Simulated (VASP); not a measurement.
A run of VASP 6.6.1:

File INCAR:

```
PREC = Accurate
ENCUT = 520
EDIFF = 1E-6
ISMEAR = -1
SIGMA = 0.05
LREAL = F
LASPH = T
NELM = 60
ALGO = Normal
ISIF = 2
LWAVE = F
LCHARG = F
GGA = PE
NBANDS = 58
```

The input KPOINTS:

```
Automatic mesh
0
Gamma
  9 7 1
```

Contents of POSCAR:

```
Ti
1.0
    2.8708535316      0.0000000000      0.0000000000
    0.0000000000      4.0600000000      0.0000000000
    0.0000000000      0.0000000000     25.0479873607
Ti
8
Direct
    0.5000000000      0.5000000000      0.2994252549
    0.0000000000      0.0000000000      0.3567323249
    0.5000000000      0.5000000000      0.4140393950
    0.0000000000      0.0000000000      0.4713464650
    0.5000000000      0.5000000000      0.5286535350
    0.0000000000      0.0000000000      0.5859606050
    0.5000000000      0.5000000000      0.6432676751
    0.0000000000      0.0000000000      0.7005747451
```

Potentials or basis: VASP PAW PBE potentials, release 64 (Ti_sv).

The run is started by

```console
$ cat potpaw_PBE.64/Ti_sv/POTCAR > POTCAR
$ mpirun -np 1 vasp_std > vasp.out
```

Hardware: 1 thread of Intel Xeon 8259CL, with other jobs on the host.

**Question.** How long does it take, and how much memory?

**Answer.** Run time: 24 min on 1 thread of Intel Xeon 8259CL (shared host), peak memory 0.48 GiB. Counts: scf iterations 33, k points 20.
